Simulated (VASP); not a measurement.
# Ta (I4/mmm) in VASP: a series of runs, part 2 of 2

VASP 6.6.1.

**3. Single point, PBEsol (strain +0.0150 x Voigt [1, 0, 0, 0, 0, 0])**

The input, INCAR:

```
PREC = Accurate
ENCUT = 520
EDIFF = 1E-6
ISMEAR = 0
SIGMA = 0.15
LREAL = False
LASPH = True
NELM = 100
ALGO = Fast
ISIF = 2
LWAVE = False
LCHARG = False
GGA = PS
NBANDS = 12
```

The input, KPOINTS:

```
regular mesh
0
Gamma
  20 20 20
```

The input, POSCAR:

```
Ta
1.0
   -1.6760492000      1.6512800000      1.6512800000
    1.6760492000     -1.6512800000      1.6512800000
    1.6760492000      1.6512800000     -1.6512800000
Ta
1
Direct
    0.0000000000      0.0000000000      0.0000000000
```

Potentials or basis: VASP PAW PBE potentials, release 64 (Ta_pv).

Command:

```bash
$ cat potpaw_PBE.64/Ta_pv/POTCAR > POTCAR
$ mpirun -np 1 vasp_std > vasp.out
```

Wall time 40 s (1 thread of Intel Xeon 6975P-C (Granite Rapids), shared host); peak memory 0.25 GiB.

It converged, with:

| Item | Value |
| --- | --- |
| Free energy | -12.5456 eV |
| Pressure | -6.4 GPa |

Stress tensor (GPa, compression positive):
```
-7.58  0.00  0.00
 0.00 -5.84  0.00
 0.00  0.00 -5.84
```

Levels at points of the mesh, in eV from the Fermi level:
| k point | band 3 | band 4 | band 5 | band 6 | band 7 | band 8 | band 9 | band 10 |
| --- | --- | --- | --- | --- | --- | --- | --- | --- |
| (0.00, 0.00, 0.00) | -33.08 | -7.86 | 0.67 | 0.67 | 0.85 | 3.82 | 4.07 | 14.81 |
| (0.50, 0.00, 0.00) | -33.09 | -4.31 | -1.63 | 1.63 | 3.98 | 4.91 | 7.70 | 11.54 |
| (0.00, 0.50, 0.00) | -33.08 | -4.32 | -1.44 | 1.52 | 3.72 | 4.80 | 7.65 | 11.44 |
| (0.50, 0.50, 0.50) | -33.85 | -3.74 | -3.69 | 6.69 | 6.75 | 6.75 | 8.28 | 8.66 |

Caveat: the cell differs from its parent crystal (strain +0.0150 x Voigt [1, 0, 0, 0, 0, 0]); the PAW data sets were made with another functional, which shifts forces and pressure a little; spin-orbit coupling is left out, which moves the levels of the heavy elements.

**4. Single point, PBEsol (strain +0.0300 x Voigt [1, 0, 0, 0, 0, 0])**

The input, INCAR:

```
SYSTEM = Ta
  ALGO = Normal
  EDIFF = 1E-6
  ENCUT = 520
  GGA = PS
  ISIF = 2
  ISMEAR = 0
  LASPH = .TRUE.
  LCHARG = .FALSE.
  LREAL = .FALSE.
  LWAVE = .FALSE.
  NBANDS = 12
  NELM = 60
  PREC = Accurate
  SIGMA = 0.15
```

The input, KPOINTS:

```
k-points
0
G
  20 20 20
  0 0 0
```

The input, POSCAR:

```
Ta
1.0
   -1.7008184000      1.6512800000      1.6512800000
    1.7008184000     -1.6512800000      1.6512800000
    1.7008184000      1.6512800000     -1.6512800000
Ta
1
Direct
    0.0000000000      0.0000000000      0.0000000000
```

Potentials or basis: VASP PAW PBE potentials, release 64 (Ta_pv).

Command:

```bash
$ cat potpaw_PBE.64/Ta_pv/POTCAR > POTCAR
$ mpirun -np 1 vasp_std > vasp.out
```

OUTCAR:

```text
SYSTEM = Ta
   EDIFF = 1E-6
   ENCUT = 520
   GGA = PS
   ISIF = 2
   ISMEAR = 0
   LASPH = .TRUE.
   LREAL = .FALSE.
   NELM = 60
   PREC = Accurate

 ion  position               nearest neighbor table
   1  0.000  0.000  0.000-

  LATTYP: Found a body centered tetragonal cell.
 ALAT       =     3.3025600000
 C/A-ratio  =     1.0300000000

  Lattice vectors:

 A1 = (  -1.7008184000,   1.6512800000,  -1.6512800000)
[... 531 lines left out ...]
      2     -28.1326      2.00000
      3     -28.0884      2.00000
      4      -1.5024      2.00000
      5       5.0905      0.93717
      6       5.3766      0.00551
      7       7.0808      0.00000
      8       8.1946      0.00000
      9       9.1231      0.00000
     10      19.6385      0.00000
     11      20.9559      0.00000
     12      21.7449      0.00000

 [... further k-points ...]
[... 5 lines left out ...]
  --------------------------------------------------------------------------------------
  -------------------------------------------------------------------------------------
  Total       -1.2905747     -0.9241744     -0.9241744      0.0000000      0.0000000      0.0000000
  in kB     -111.4639309    -79.8187869    -79.8187869      0.0000000      0.0000000      0.0000000
  external PRESSURE =     -90.3671682 kB  Pullay stress =       0.0000000 kB

 VOLUME and BASIS-vectors are now :
 -----------------------------------------------------------------------------
  energy-cutoff  :      520.00
  volume of cell :       18.55
      direct lattice vectors                 reciprocal lattice vectors
    -1.700818400  1.651280000  1.651280000     0.000000000  0.302795407  0.302795407
     1.700818400 -1.651280000  1.651280000     0.293976123  0.000000000  0.302795407
     1.700818400  1.651280000 -1.651280000     0.293976123  0.302795407  0.000000000

 POSITION                                       TOTAL-FORCE (eV/Angst)
 -----------------------------------------------------------------------------------
      0.00000      0.00000      0.00000        -0.000000      0.000000     -0.000000
 -----------------------------------------------------------------------------------
    total drift:                                0.000000      0.000000      0.000000

  FREE ENERGIE OF THE ION-ELECTRON SYSTEM (eV)
  ---------------------------------------------------
  free  energy   TOTEN  =       -12.5298589656 eV

  energy  without entropy=      -12.5147066001  energy(sigma->0) =      -12.52228278
```

Run time: 32 s. Hardware: 1 thread of Intel Xeon 6975P-C (Granite Rapids), shared host; peak memory 0.25 GiB.

Results:

```
Free energy : -12.5299 eV
Pressure    : -9.0 GPa
```

Stress tensor (GPa, compression positive):
```
-11.15   0.00   0.00
  0.00  -7.98   0.00
  0.00   0.00  -7.98
```

Levels at points of the mesh, in eV from the Fermi level:
```
           k point  band 4  band 5  band 6  band 7  band 8  band 9
(0.00, 0.00, 0.00)   -7.81    0.61    0.61    0.97    3.64    4.12
(0.50, 0.00, 0.00)   -4.24   -1.71    1.63    4.07    4.91    7.57
(0.00, 0.50, 0.00)   -4.26   -1.34    1.42    3.53    4.72    7.48
(0.50, 0.50, 0.50)   -3.68   -3.59    6.53    6.65    6.65    7.90
```

Caveat: the cell differs from its parent crystal (strain +0.0300 x Voigt [1, 0, 0, 0, 0, 0]); the PAW data sets were made with another functional, which shifts forces and pressure a little; spin-orbit coupling is left out, which moves the levels of the heavy elements.

**5. Single point, PBEsol (strain +0.0450 x Voigt [1, 0, 0, 0, 0, 0])**

The input, INCAR:

```
SYSTEM = Ta
ALGO     = Fast           ! electronic algorithm
EDIFF    = 1E-7           ! SCF threshold, eV
ENCUT    = 520            ! plane-wave cutoff, eV
GGA      = PS             ! functional
ISIF     = 2              ! what is computed and relaxed
ISMEAR   = 0              ! smearing method
LASPH    = .TRUE.         ! aspherical terms in the spheres
LCHARG   = .TRUE.         ! write CHGCAR
LELF     = .TRUE.         ! ELF
LREAL    = .FALSE.        ! projectors in reciprocal space
LVHAR    = .TRUE.       
LWAVE    = .FALSE.        ! write WAVECAR
NBANDS   = 12             ! bands
NELM     = 80             ! most SCF steps
PREC     = Accurate       ! precision mode
SIGMA    = 0.15           ! smearing width, eV
```

KPOINTS is that of step 4.

The input, POSCAR:

```
Ta
1.0
   -1.7255876000      1.6512800000      1.6512800000
    1.7255876000     -1.6512800000      1.6512800000
    1.7255876000      1.6512800000     -1.6512800000
Ta
1
Direct
    0.0000000000      0.0000000000      0.0000000000
```

Command:

```bash
$ cat potpaw_PBE.64/Ta_pv/POTCAR > POTCAR
$ mpirun -np 1 vasp_std > vasp.out
```

Run time: 55 s. Hardware: 1 thread of Intel Xeon 6975P-C (Granite Rapids), shared host; peak memory 0.26 GiB.

Results (log left out):

```
Free energy : -12.5085 eV
Pressure    : -11.4 GPa
```

Stress tensor (GPa, compression positive):
```
-14.29   0.00   0.00
  0.00  -9.98   0.00
  0.00   0.00  -9.98
```

Levels at points of the mesh, in eV from the Fermi level:
```
           k point  band 3  band 4  band 5  band 6  band 7  band 8
(0.00, 0.00, 0.00)  -33.20   -7.76    0.56    0.56    1.07    3.46
(0.50, 0.00, 0.00)  -33.23   -4.18   -1.78    1.63    4.14    4.90
(0.00, 0.50, 0.00)  -33.21   -4.21   -1.24    1.32    3.34    4.67
(0.50, 0.50, 0.50)  -33.89   -3.63   -3.50    6.37    6.54    6.54
```

Caveat: the cell differs from its parent crystal (strain +0.0450 x Voigt [1, 0, 0, 0, 0, 0]); the PAW data sets were made with another functional, which shifts forces and pressure a little; spin-orbit coupling is left out, which moves the levels of the heavy elements.

**6. Single point, PBEsol (strain +0.0525 x Voigt [1, 0, 0, 0, 0, 0])**

The input, INCAR:

```
SYSTEM = Ta
PREC = Accurate
ENCUT = 520
EDIFF = 1E-7
ISMEAR = 0
SIGMA = 0.15
LREAL = .False.
LASPH = .True.
NELM = 80
ALGO = Normal
ISIF = 2
LWAVE = .False.
LCHARG = .True.
GGA = PS
LELF = .True.
LVHAR = .True.
NBANDS = 12
```

The input, KPOINTS:

```
regular mesh
0
Gamma
  20 20 20
  0 0 0
```

The input, POSCAR:

```
Ta
1.0
   -1.7379722000      1.6512800000      1.6512800000
    1.7379722000     -1.6512800000      1.6512800000
    1.7379722000      1.6512800000     -1.6512800000
Ta
1
Direct
    0.0000000000      0.0000000000      0.0000000000
```

Potentials or basis: VASP PAW PBE potentials, release 64 (Ta_pv).

Command:

```bash
$ cat potpaw_PBE.64/Ta_pv/POTCAR > POTCAR
$ mpirun -np 1 vasp_std > vasp.out
```

It took 32 s on 1 thread of Intel Xeon 6975P-C (Granite Rapids), shared host; peak memory 0.26 GiB.

Results (log left out):

| Quantity | Value |
| --- | --- |
| Free energy | -12.4959 eV |
| Pressure | -12.5 GPa |

Stress tensor (GPa, compression positive):
```
-15.70   0.00   0.00
  0.00 -10.90   0.00
  0.00   0.00 -10.90
```

Levels at points of the mesh, in eV from the Fermi level:
```csv
k point,band 2,band 3,band 4,band 5,band 6,band 7,band 8,band 9,band 10,band 11
"(0.00, 0.00, 0.00)",-33.24,-33.24,-7.74,0.54,0.54,1.12,3.37,4.17,14.24,14.47
"(0.50, 0.00, 0.00)",-33.60,-33.27,-4.15,-1.81,1.63,4.18,4.90,7.39,11.09,11.54
"(0.00, 0.50, 0.00)",-33.54,-33.24,-4.19,-1.20,1.28,3.24,4.64,7.23,10.78,11.83
"(0.50, 0.50, 0.50)",-33.90,-33.90,-3.60,-3.45,6.29,6.49,6.49,7.36,8.64,8.64
```

Caveat: the cell differs from its parent crystal (strain +0.0525 x Voigt [1, 0, 0, 0, 0, 0]); the PAW data sets were made with another functional, which shifts forces and pressure a little; spin-orbit coupling is left out, which moves the levels of the heavy elements.

**7. Summary**

| cell | gap on the mesh (eV) | pressure (GPa) |
| --- | --- | --- |
| a = 2.846 Å, angles 110.3, 109.1, 109.1°, 1 atom | none | -0.5 |
| a = 2.874 Å, angles 108.7, 109.9, 109.9°, 1 atom | none | -6.4 |
| a = 2.889 Å, angles 107.9, 110.3, 110.3°, 1 atom | none | -9.0 |
| a = 2.904 Å, angles 107.1, 110.7, 110.7°, 1 atom | none | -11.4 |
| a = 2.911 Å, angles 106.7, 110.9, 110.9°, 1 atom | none | -12.5 |

Alike in all rows: task single point; level PBEsol; potentials or basis VASP PAW PBE potentials, release 64 (Ta_pv); no spin polarisation; k mesh 20 × 20 × 20; cutoff (eV) 520; smearing gaussian 0.15 eV.

Caveats: the PAW data sets were made with another functional, which shifts forces and pressure a little; spin-orbit coupling is left out, which moves the levels of the heavy elements.

Absolute energies hang on the potentials; compare differences alone.
